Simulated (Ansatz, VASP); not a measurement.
## One calculation of Sc, two programs

INCAR

```
SYSTEM = Sc
ALGO = Normal ; EDIFF = 1E-6
ENCUT = 520 ; GGA = PS
ISIF = 2 ; ISMEAR = -1
LASPH = .TRUE. ; LCHARG = .FALSE.
LREAL = .FALSE. ; LWAVE = .FALSE.
NBANDS = 12 ; NELM = 80
PREC = Accurate ; SIGMA = 0.03
```

Contents of KPOINTS:

```
k-points
0
G
  12 12 12
  0 0 0
```

The input POSCAR:

```
Sc
1.0
    0.0227050000      2.2818525000      2.2818525000
    2.2818525000      0.0227050000      2.2818525000
    2.2818525000      2.2818525000      0.0227050000
Sc
1
Direct
    0.0000000000      0.0000000000      0.0000000000
```

Input for Ansatz:

```yaml
crystal:
  lattice:
    - [0.022705, 2.2818525, 2.2818525]
    - [2.2818525, 0.022705, 2.2818525]
    - [2.2818525, 2.2818525, 0.022705]
  atoms:
    - { symbol: Sc, position: [0.0, 0.0, 0.0] }
kpoints:
  mp_grid: { grid: [12, 12, 12] }
  band_path:
    path:
      - [0.0, 0.0, 0.0]
      - [0.5, 0.5, 0.5]
      - [0.247543133, 0.5, 0.752456867]
      - [-0.247543133, 0.247543133, 0.5]
      - [0.0, 0.0, 0.5]
      - [0.0, 0.0, 0.0]
      - [-0.3737715665, 0.0, 0.3737715665]
      - [0.0, 0.3737715665, 0.6262284335]
      - [0.0, 0.5, 0.5]
    npoints: 5
scf:
  occupations: { method: fermi_dirac, width: 0.03 }
hamiltonian:
  xc: pbesol
  pseudopotentials: { kind: all_electron, lapw: { basis_error: 0.00025 } }
output:
  forces: true
  stress: true
  eigenvalues: true
```

Change from the starting cell: equal xy, yz and zx shear strains of +1 %.

Alike in both runs: task single point; functional PBEsol; k mesh 12 × 12 × 12; occupations fermi-dirac, width 0.03 eV; no spin polarisation.

|  | VASP | Ansatz |
| --- | --- | --- |
| version | VASP 6.6.1 | Ansatz 0.2.0 |
| potentials or method | VASP PAW PBE potentials, release 64 (Sc_sv), cutoff 520 eV | all-electron LAPW, scalar-relativistic |

Ansatz gave:

```
pressure (GPa)                                                : 0.5
traceless stress, the component that is largest in VASP (GPa) : -0.39
```

Problem. What did VASP give for the same quantities?

Solution. Pressure (GPa): 0.5; traceless stress, the component that is largest in VASP (GPa): -0.38.

VASP's potentials were made for PBE, not for PBEsol. Ansatz ran all-electron here, and VASP with PAW potentials.
